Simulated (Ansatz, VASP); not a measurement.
# One calculation of ZrC, two programs

INCAR

```
SYSTEM = ZrC
PREC = Accurate ; ENCUT = 520
EDIFF = 1E-7 ; ISMEAR = -1
SIGMA = 0.05 ; LREAL = .FALSE.
LASPH = .TRUE. ; NELM = 80
ALGO = Normal ; ISIF = 2
LWAVE = .FALSE. ; LCHARG = .FALSE.
GGA = PS ; NBANDS = 15
```

The input KPOINTS:

```
Automatic mesh
0
G
  15 15 15
  0 0 0
```

The input POSCAR:

```
ZrC
1.0
    0.0000000000      2.3811373624      2.3811373624
    2.3811373624      0.0000000000      2.3811373624
    2.3811373624      2.3811373624      0.0000000000
Zr C
1 1
Direct
    0.5000000000      0.5000000000      0.5000000000
    0.0000000000      0.0000000000      0.0000000000
```

Input for Ansatz:

```yaml
crystal:
  lattice:
    - [0.0, 2.3811373624, 2.3811373624]
    - [2.3811373624, 0.0, 2.3811373624]
    - [2.3811373624, 2.3811373624, 0.0]
  atoms:
    - { symbol: Zr, position: [0.5, 0.5, 0.5] }
    - { symbol: C, position: [0.0, 0.0, 0.0] }
kpoints:
  mp_grid: { grid: [15, 15, 15] }
  band_path:
    path:
      - [0.0, 0.0, 0.0]
      - [0.5, 0.0, 0.5]
      - [0.625, 0.25, 0.625]
      - [0.375, 0.375, 0.75]
      - [0.0, 0.0, 0.0]
      - [0.5, 0.5, 0.5]
      - [0.5, 0.25, 0.75]
      - [0.5, 0.0, 0.5]
    npoints: 5
scf:
  occupations: { method: fermi_dirac, width: 0.05 }
hamiltonian:
  xc: pbesol
  pseudopotentials: { kind: all_electron, lapw: { basis_error: 0.00025 } }
output:
  forces: true
  stress: true
  eigenvalues: true
```

Change from the starting cell: volume scaled by 1.04.

Alike in both runs: task single point; functional PBEsol; k mesh 15 × 15 × 15; occupations fermi-dirac, width 0.05 eV; no spin polarisation.

|  | VASP | Ansatz |
| --- | --- | --- |
| version | VASP 6.6.1 | Ansatz 0.2.0 |
| potentials or method | VASP PAW PBE potentials, release 64 (Zr_sv, C), cutoff 520 eV | all-electron LAPW, scalar-relativistic |

```tsv
	VASP	Ansatz	Ansatz less VASP
pressure (GPa)	-12.1	-12.4	-0.26
```

VASP's potentials were made for PBE, not for PBEsol. Ansatz ran all-electron here, and VASP with PAW potentials.
